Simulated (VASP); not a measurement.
# ZnSe (F-43m) in VASP: a series of runs, part 2 of 2

VASP 6.6.1. The steps go on from the part before.

## Step 5: Relaxation of cell and atoms, LDA, target pressure 10 GPa, at which the enthalpy is minimised

INCAR reads:

```
SYSTEM = ZnSe
PREC = Accurate
ENCUT = 600
EDIFF = 1E-7
ISMEAR = 0
SIGMA = 0.01
LREAL = .False.
LASPH = .True.
NELM = 60
ALGO = Normal
ISIF = 3
LWAVE = .False.
LCHARG = .False.
GGA = CA
IBRION = 2
NSW = 100
EDIFFG = -0.002
PSTRESS = 100.0
```

KPOINTS reads:

```
Automatic mesh
0
Gamma
  8 8 8
  0 0 0
```

POSCAR reads:

```
ZnSe
1.0
    0.0000000000      2.7837629266      2.7837629266
    2.7837629266      0.0000000000      2.7837629266
    2.7837629266      2.7837629266      0.0000000000
Zn Se
1 1
Direct
    0.0000000000      0.0000000000      0.0000000000
    0.7500000000      0.7500000000      0.7500000000
```

Potentials or basis: VASP PAW LDA potentials, release 64 (Zn, Se).

Launch:

```
$ cat potpaw_LDA.64/Zn/POTCAR potpaw_LDA.64/Se/POTCAR > POTCAR
$ mpirun -np 1 vasp_std > vasp.out
```

OUTCAR:

```text
SYSTEM = ZnSe
   PREC = Accurate
   ENCUT = 600
   EDIFF = 1E-7
   ISMEAR = 0
   LREAL = .False.
   LASPH = .True.
   NELM = 60
   ISIF = 3
   GGA = CA
   IBRION = 2
   NSW = 100
   EDIFFG = -0.002
   PSTRESS = 100.0

 ion  position               nearest neighbor table
   1  0.000  0.000  0.000-   2 2.41   2 2.41   2 2.41   2 2.41
   2  0.750  0.750  0.750-   1 2.41   1 2.41   1 2.41   1 2.41

  LATTYP: Found a face centered cubic cell.
 ALAT       =     5.5675258532

  Lattice vectors:

 A1 = (   0.0000000000,   2.7837629266,   2.7837629266)
 A2 = (   2.7837629266,   0.0000000000,   2.7837629266)
 A3 = (   2.7837629266,   2.7837629266,   0.0000000000)

Analysis of symmetry for initial positions (statically):
=====================================================================
 Subroutine PRICEL returns:
 Original cell was already a primitive cell.

 Routine SETGRP: Setting up the symmetry group for a
 face centered cubic supercell.

 Subroutine GETGRP returns: Found 24 space group operations
 (whereof 24 operations were pure point group operations)
 out of a pool of 48 trial point group operations.

The static configuration has the point symmetry T_d .

Analysis of symmetry for dynamics (positions and initial velocities):
=====================================================================
 Subroutine PRICEL returns:
 Original cell was already a primitive cell.

 Routine SETGRP: Setting up the symmetry group for a
 face centered cubic supercell.

 Subroutine GETGRP returns: Found 24 space group operations
 (whereof 24 operations were pure point group operations)
 out of a pool of 48 trial point group operations.

The dynamic configuration has the point symmetry T_d .

 Subroutine INISYM returns: Found 24 space group operations
 (whereof 24 operations are pure point group operations),
 and found     1 'primitive' translations

----------------------------------------------------------------------------------------

                                     Primitive cell

  volume of cell :      43.1446

  direct lattice vectors                    reciprocal lattice vectors
     0.000000000  2.783762927  2.783762927    -0.179612996  0.179612996  0.179612996
     2.783762927  0.000000000  2.783762927     0.179612996 -0.179612996  0.179612996
     2.783762927  2.783762927  0.000000000     0.179612996  0.179612996 -0.179612996

  length of vectors
     3.936835285  3.936835285  3.936835285     0.311098835  0.311098835  0.311098835

  position of ions in fractional coordinates (direct lattice)
     0.000000000  0.000000000  0.000000000
     0.750000000  0.750000000  0.750000000

  ion indices of the primitive-cell ions
   primitive index   ion index
                 1           1
                 2           2

----------------------------------------------------------------------------------------

 KPOINTS: Automatic mesh

Automatic generation of k-mesh.
 Grid dimensions read from file:
 generate k-points for:    8    8    8

 Generating k-lattice:

  Cartesian coordinates                     Fractional coordinates (reciprocal lattice)
    -0.022451625  0.022451625  0.022451625     0.125000000  0.000000000  0.000000000
     0.022451625 -0.022451625  0.022451625     0.000000000  0.125000000  0.000000000
     0.022451625  0.022451625 -0.022451625     0.000000000  0.000000000  0.125000000

  Length of vectors
     0.038887354  0.038887354  0.038887354

  Shift w.r.t. Gamma in fractional coordinates (k-lattice)
     0.000000000  0.000000000  0.000000000

 Subroutine IBZKPT returns following result:
 ===========================================

 Found     29 irreducible k-points:

 Following reciprocal coordinates:
            Coordinates               Weight
  0.000000  0.000000  0.000000      1.000000
  0.125000  0.000000  0.000000      8.000000
  0.250000  0.000000  0.000000      8.000000
  0.375000  0.000000  0.000000      8.000000
  0.500000  0.000000  0.000000      4.000000
  0.125000  0.125000  0.000000      6.000000
[... 16 lines left out ...]
  0.500000  0.250000  0.125000     48.000000
 -0.375000  0.250000  0.125000     24.000000
 [... further k-points ...]
   k-points           NKPTS =     29   k-points in BZ     NKDIM =     29   number of bands    NBANDS=     13
   number of dos      NEDOS =    301   number of ions     NIONS =      2
   total plane-waves  NPLWV =  32768
   dimension x,y,z NGX =    32 NGY =   32 NGZ =   32
   dimension x,y,z NGXF=    64 NGYF=   64 NGZF=   64
   ions per type =               1   1
   NGX,Y,Z   is equivalent  to a cutoff of  13.51, 13.51, 13.51 a.u.
   NGXF,Y,Z  is equivalent  to a cutoff of  27.03, 27.03, 27.03 a.u.
 SYSTEM =  ZnSe
   PREC   = accura    normal or accurate (medium, high low for compatibility)
   ISTART =      0    job   : 0-new  1-cont  2-samecut
   ICHARG =      2    charge: 1-file 2-atom 10-const
   ISPIN  =      1    spin polarized calculation?
   LNONCOLLINEAR =      F non collinear calculations
   LSORBIT =      F    spin-orbit coupling
   LASPH  =      T    aspherical Exc in radial PAW
   ENCUT  =  600.0 eV  44.10 Ry    6.64 a.u.   7.86  7.86  7.86*2*pi/ulx,y,z
   NELM   =     60;   NELMIN=  2; NELMDL= -5     # of ELM steps
   EDIFF  = 0.1E-06   stopping-criterion for ELM
   LREAL  =      F    real-space projection
   EDIFFG = -.2E-02   stopping-criterion for IOM
   NSW    =    100    number of steps for IOM
   IBRION =      2    ionic relax: 0-MD 1-quasi-New 2-CG
   NFREE  =      1    steps in history (QN), initial steepest desc. (CG)
   ISIF   =      3    stress and relaxation
   ISYM   =      2    0-nonsym 1-usesym 2-fastsym
   POTIM  = 0.5000    time-step for ionic-motion
   TEBEG  =    0.0;   TEEND  =   0.0 temperature during run
   PSTRESS=  100.0 pullay stress
   NELECT =      18.0000    total number of electrons
   NUPDOWN=      -1.0000    fix difference up-down
   EMIN   =  10.00;   EMAX   =-10.00  energy-range for DOS
   EFERMI =   0.00;   METHOD = LEGACY
   ISMEAR =     0;   SIGMA  =   0.01  broadening in eV -4-tet -1-fermi 0-gaus
   EFERMI_NEDOS =   21; number of points for ismear=-14 and -15
   IALGO  =     38    algorithm
   IMIX   =      4    mixing-type and parameters
     AMIX     =   0.40;   BMIX     =  1.00
     AMIX_MAG =   1.60;   BMIX_MAG =  1.00
  volume/ion in A,a.u.               =      21.57       145.58
  Fermi-wavevector in a.u.,A,eV,Ry     =   1.223273  2.311651 20.359718  1.496397
  Thomas-Fermi vector in A             =   2.358390
   LORBIT       =      0    0 simple, 1 ext, 2 COOP (PROOUT), +10 PAW based schemes
   GGA     = CA    functional components
   LHFCALC =     F    Hartree Fock is set to
   AEXX    =    0.0000 exact exchange contribution
   IVDW    =     0    specifies the selected vdW correction
   LEPSILON=     F    determine dielectric tensor
   LRPA    =     F    only Hartree local field effects (RPA)
 conjugate gradient relaxation of ions
 non-spin polarized calculation
 Gauss-broadening in eV      SIGMA  =   0.01
  energy-cutoff  :      600.00
  volume of cell :       43.14
 maximum number of plane-waves:      1459
   NGX = 15   NGY = 15   NGZ = 15

--------------------------------------- Ionic step        1  -------------------------------------------

 number of electron      17.9999993 magnetization

 Free energy of the ion-electron system (eV)
  ---------------------------------------------------
  ext. energy  EPLUGINS =         0.00000000
  ---------------------------------------------------
  free energy    TOTEN  =        -7.37165747 eV

  energy without entropy =       -7.37165747  energy(sigma->0) =       -7.37165747

 E-fermi :   2.1067     XC(G=0):  -9.9380

 val. band max:        1.9919075344   @ k =   0.0000   0.0000   0.0000
 cond. band min:       3.2817096691   @ k =   0.0000   0.0000   0.0000
 fundamental gap:      1.2898021348
 Fermi energy:         2.1067298610

 k-point     1 :       0.0000    0.0000    0.0000
  band No.  band energies     occupation
      1     -11.6548      2.00000
      2      -4.8946      2.00000
      3      -4.8946      2.00000
      4      -4.8946      2.00000
      5      -4.4861      2.00000
      6      -4.4861      2.00000
      7       1.9919      2.00000
      8       1.9919      2.00000
      9       1.9919      2.00000
     10       3.2817      0.00000
     11       7.6748      0.00000
     12       7.6748      0.00000
     13       7.6748      0.00000
[... 555 lines left out ...]
  enthalpy is  TOTEN    =        -4.8192786536 eV   P V=        2.4270565743

--------------------------------------- Ionic step        6  -------------------------------------------

 number of electron      17.9999992 magnetization

 Free energy of the ion-electron system (eV)
  ---------------------------------------------------
  ext. energy  EPLUGINS =         0.00000000
  ---------------------------------------------------
  free energy    TOTEN  =        -7.24581759 eV

  energy without entropy =       -7.24581759  energy(sigma->0) =       -7.24581759

 E-fermi :   3.1166     XC(G=0): -10.4165

 val. band max:        3.0311521818   @ k =   0.0000   0.0000   0.0000
 cond. band min:       4.7793889276   @ k =   0.0000   0.0000   0.0000
 fundamental gap:      1.7482367458
 Fermi energy:         3.1165928057

 k-point     1 :       0.0000    0.0000    0.0000
  band No.  band energies     occupation
      1     -11.4042      2.00000
      2      -4.3542      2.00000
      3      -4.3542      2.00000
      4      -4.3542      2.00000
      5      -3.8387      2.00000
      6      -3.8387      2.00000
      7       3.0312      2.00000
      8       3.0312      2.00000
      9       3.0312      2.00000
     10       4.7794      0.00000
     11       8.6468      0.00000
     12       8.6468      0.00000
     13       8.6468      0.00000
[... 397 lines left out ...]
  FREE ENERGIE OF THE ION-ELECTRON SYSTEM (eV)
  ---------------------------------------------------
  free  energy   TOTEN  =        -7.2458175881 eV

  energy  without entropy=       -7.2458175881  energy(sigma->0) =       -7.24581759

  enthalpy is  TOTEN    =        -4.8192796459 eV   P V=        2.4265379421

 reached required accuracy - stopping structural energy minimisation
```

OSZICAR:

```text
N       E                     dE             d eps       ncg     rms          rms(c)
DAV:   1     0.914078420779E+02    0.91408E+02   -0.97716E+03   754   0.177E+03
DAV:   2    -0.122994737266E+01   -0.92638E+02   -0.88608E+02   774   0.303E+02
DAV:   3    -0.761645140916E+01   -0.63865E+01   -0.63518E+01   964   0.769E+01
[... 55 lines left out ...]
DAV:   1    -0.724582668098E+01    0.50855E-03   -0.11329E-04   909   0.259E-01    0.213E-02
DAV:   2    -0.724581883618E+01    0.78448E-05   -0.28857E-05   894   0.176E-01    0.798E-03
DAV:   3    -0.724581788314E+01    0.95304E-06   -0.10058E-06   842   0.145E-02    0.384E-03
DAV:   4    -0.724581761479E+01    0.26836E-06   -0.20929E-07   631   0.654E-03    0.139E-03
DAV:   5    -0.724581758807E+01    0.26719E-07   -0.23505E-08   377   0.374E-03
   6 F= -.48192796E+01 E0= -.48192796E+01  d E =-.566371E-05
```

It took 69 s on 1 thread of Intel Xeon Platinum 8259CL at 2.50GHz (Skylake/Cascade Lake), shared host; peak memory 0.17 GiB.

Results:

```
Free energy                                            : -7.2458 eV
Relaxed volume                                         : 19.44 Å³/atom
Relaxed cell                                           : a = 3.803 Å, b = 3.803 Å, c = 3.803 Å, α = 60.00°, β = 60.00°, γ = 60.00°
Space group after relaxing (to 0.05 Å)                 : F-43m (No. 216)
Energy change on relaxing (the enthalpy is what falls) : +62.9 meV/atom
Ionic steps                                            : 6
Pressure after relaxing                                : 10.0 GPa
Band gap on the k mesh                                 : 1.75 eV, direct
```

The path:
```csv
step,energy change (eV),largest force (eV/Å),pressure (GPa),volume (Å³)
1,0.0000,0.0000,0.33,43.14
2,0.4566,0.0000,22.47,35.52
3,0.1225,0.0000,9.82,38.93
4,0.1276,0.0000,10.06,38.85
5,0.1253,0.0000,9.98,38.89
6,0.1258,0.0000,10.00,38.88
```

Final structure:
```cif
data_structure
_symmetry_space_group_name_H-M 'P 1'
_symmetry_Int_Tables_number 1
_cell_length_a 3.8025
_cell_length_b 3.8025
_cell_length_c 3.8025
_cell_angle_alpha 60.000
_cell_angle_beta 60.000
_cell_angle_gamma 60.000
_cell_volume 38.88
loop_
_atom_site_label
_atom_site_type_symbol
_atom_site_fract_x
_atom_site_fract_y
_atom_site_fract_z
_atom_site_occupancy
Zn1 Zn 0.00000 0.00000 0.00000 1
Se1 Se 0.75000 0.75000 0.75000 1
```

Caveat: the cell is relaxed towards a set pressure, so the enthalpy falls and the energy may rise.

## Step 6: Relaxation of cell and atoms, LDA, target pressure 15 GPa, at which the enthalpy is minimised

INCAR reads:

```
PREC = Accurate
ENCUT = 600
EDIFF = 1E-6
ISMEAR = 0
SIGMA = 0.01
LREAL = F
LASPH = T
NELM = 100
ALGO = Normal
ISIF = 3
LWAVE = F
LCHARG = F
IBRION = 2
NSW = 100
EDIFFG = -0.002
PSTRESS = 150.0
```

KPOINTS reads:

```
Automatic mesh
0
Gamma
  8 8 8
```

POSCAR is that of step 5.

Potentials or basis: VASP PAW LDA potentials, release 64 (Zn, Se).

Launch:

```
$ cat potpaw_LDA.64/Zn/POTCAR potpaw_LDA.64/Se/POTCAR > POTCAR
$ mpirun -np 1 vasp_std > vasp.out
```

It took 94 s on 1 thread of Intel Xeon Platinum 8259CL at 2.50GHz (Skylake/Cascade Lake), shared host; peak memory 0.18 GiB.

The run converged. Its results:

| Property | Result |
| --- | --- |
| Free energy | -7.1267 eV |
| Relaxed volume | 18.67 Å³/atom |
| Relaxed cell | a = 3.752 Å, b = 3.752 Å, c = 3.752 Å, α = 60.00°, β = 60.00°, γ = 60.00° |
| Space group after relaxing (to 0.05 Å) | F-43m (No. 216) |
| Energy change on relaxing (the enthalpy is what falls) | +122.5 meV/atom |
| Ionic steps | 9 |
| Pressure after relaxing | 15.0 GPa |
| Band gap on the k mesh | 1.93 eV, direct |

The path:
| step | energy change (eV) | largest force (eV/Å) | pressure (GPa) | volume (Å³) |
| --- | --- | --- | --- | --- |
| 1 | 0.0000 | 0.0000 | 0.34 | 43.14 |
| 2 | 1.1731 | 0.0000 | 43.68 | 31.95 |
| 3 | 0.2284 | 0.0000 | 14.36 | 37.52 |
| 4 | 0.2421 | 0.0000 | 14.87 | 37.37 |
| 5 | 0.2524 | 0.0000 | 15.26 | 37.26 |
| 6 | 0.2385 | 0.0000 | 14.79 | 37.41 |
| 7 | 0.2447 | 0.0000 | 14.97 | 37.34 |
| 8 | 0.2456 | 0.0000 | 15.07 | 37.33 |
| 9 | 0.2450 | 0.0000 | 15.00 | 37.34 |

Final structure:
```cif
data_structure
_symmetry_space_group_name_H-M 'P 1'
_symmetry_Int_Tables_number 1
_cell_length_a 3.7517
_cell_length_b 3.7517
_cell_length_c 3.7517
_cell_angle_alpha 60.000
_cell_angle_beta 60.000
_cell_angle_gamma 60.000
_cell_volume 37.34
loop_
_atom_site_label
_atom_site_type_symbol
_atom_site_fract_x
_atom_site_fract_y
_atom_site_fract_z
_atom_site_occupancy
Zn1 Zn 0.00000 0.00000 0.00000 1
Se1 Se 0.75000 0.75000 0.75000 1
```

Levels at points of the mesh, in eV from the valence-band top:
```tsv
k point	band 6	band 7	band 8	band 9	band 10	band 11	band 12	band 13
(0.00, 0.00, 0.00)	-7.05	0.00	0.00	0.00	1.93	5.58	5.58	5.58
(0.50, 0.00, 0.00)	-6.85	-6.69	-1.21	-1.21	2.71	6.19	6.19	8.72
(0.50, 0.50, 0.00)	-6.79	-5.75	-3.02	-3.02	2.30	3.19	12.17	12.51
```

Caveat: the cell is relaxed towards a set pressure, so the enthalpy falls and the energy may rise.

## Step 7: The runs side by side

```csv
cell,gap on the mesh (eV),pressure (GPa)
relaxed to 2 GPa,1.38,2.0
relaxed to 4 GPa,1.48,4.0
relaxed to 7 GPa,1.62,7.0
relaxed to 10 GPa,1.75,10.0
relaxed to 15 GPa,1.93,15.0
```

Alike in all rows: task relaxation of cell and atoms; level LDA; potentials or basis VASP PAW LDA potentials, release 64 (Zn, Se); no spin polarisation; k mesh 8 × 8 × 8; cutoff (eV) 600; smearing gaussian 0.01 eV.

Caveats: the cell is relaxed towards a set pressure, so the enthalpy falls and the energy may rise.

Absolute energies hang on the potentials; compare differences alone.
